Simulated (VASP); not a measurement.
Write the native input for VASP 6.6.1 that does the following.

- Task: single point
- Functional: revPBE
- Potentials or basis: VASP PAW PBE potentials, release 64 (Ni)
- Cutoff: 520 eV
- k mesh: 16 × 16 × 9
- Occupations: fermi-dirac, width 0.1 eV
- Spin: no spin polarisation
- Dipole correction: no
- Further INCAR settings: ALGO = Normal; EDIFF = 1e-06; NBANDS = 17

The structure of Ni lies in POSCAR:

```
Ni
1.0
    2.3955291945      0.0000000000      0.0000000000
   -1.1977645973      2.0745891380      0.0000000000
    0.0000000000      0.0000000000      3.9381361493
Ni
2
Direct
    0.3333333333      0.6666666667      0.2500000000
    0.6666666667      0.3333333333      0.7500000000
```

This cell differs from its parent crystal: volume scaled by 0.88.

The input as run:

INCAR

```
SYSTEM = Ni
ALGO = Normal ; EDIFF = 1E-6
ENCUT = 520 ; GGA = RE
ISIF = 2 ; ISMEAR = -1
LASPH = .True. ; LCHARG = .False.
LREAL = .False. ; LWAVE = .False.
NBANDS = 17 ; NELM = 100
PREC = Accurate ; SIGMA = 0.1
```

KPOINTS

```
k-points
0
Gamma
  16 16 9
  0 0 0
```

Potentials or basis: VASP PAW PBE potentials, release 64 (Ni).

The run is started by

```console
$ cat potpaw_PBE.64/Ni/POTCAR > POTCAR
$ mpirun -np 1 vasp_std > vasp.out
```

It gave:

The pressure is 32.3 GPa and the band gap on the k mesh is zero (band 10 reaches 11.05 eV, above the bottom of band 11 at 10.48 eV).

Caveat: the PAW data sets were made with another functional, which shifts forces and pressure a little; the run has no spin polarisation, though such a crystal can be magnetic.

It took 31 s on 1 thread of AMD EPYC 9R45 (Zen 5), with other jobs on the host, peak memory 0.12 GiB.
